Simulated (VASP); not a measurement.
Write the native input for VASP 6.6.1 that does the following.

```yaml
Task: single point
Functional: PBE
Potentials_or_basis: VASP PAW PBE potentials, release 64 (Li_sv, F)
Cutoff: 520 eV
k_mesh: 10 × 10 × 10
Occupations: gaussian, width 0.05 eV
Spin: no spin polarisation
Dipole_correction: no
Further_INCAR_settings: ALGO = Normal; EDIFF = 1e-06; NBANDS = 12
```

The structure of LiF lies in POSCAR:

```
LiF
1.0
    0.0000000000      2.0945600000      2.0140000000
    2.0945600000      0.0000000000      2.0140000000
    2.0945600000      2.0945600000      0.0000000000
Li F
1 1
Direct
    0.0000000000      0.0000000000      0.0000000000
    0.5000000000      0.5000000000      0.5000000000
```

This cell differs from its parent crystal: strain +0.040 along x and y, +0.000 along z.

These files were run (other wordings do the same):

INCAR

```
SYSTEM = LiF
PREC = Accurate ; ENCUT = 520
EDIFF = 1E-6 ; ISMEAR = 0
SIGMA = 0.05 ; LREAL = .FALSE.
LASPH = .TRUE. ; NELM = 80
ALGO = Normal ; ISIF = 2
LWAVE = .FALSE. ; LCHARG = .TRUE.
GGA = PE ; LELF = .TRUE.
LVHAR = .TRUE. ; NBANDS = 12
```

KPOINTS

```
regular mesh
0
G
  10 10 10
  0 0 0
```

Potentials or basis: VASP PAW PBE potentials, release 64 (Li_sv, F).

Launch:

```console
$ cat potpaw_PBE.64/Li_sv/POTCAR potpaw_PBE.64/F/POTCAR > POTCAR
$ mpirun -np 1 vasp_std > vasp.out
```

It gave:

* Band gap on the k mesh: 8.39 eV, direct

Caveat: the cell differs from its parent crystal (strain +0.040 along x and y, +0.000 along z).

It took 8.3 s on 1 thread of Intel(R) Xeon(R) Platinum 8559C (Emerald Rapids) (shared host), peak memory 0.14 GiB.
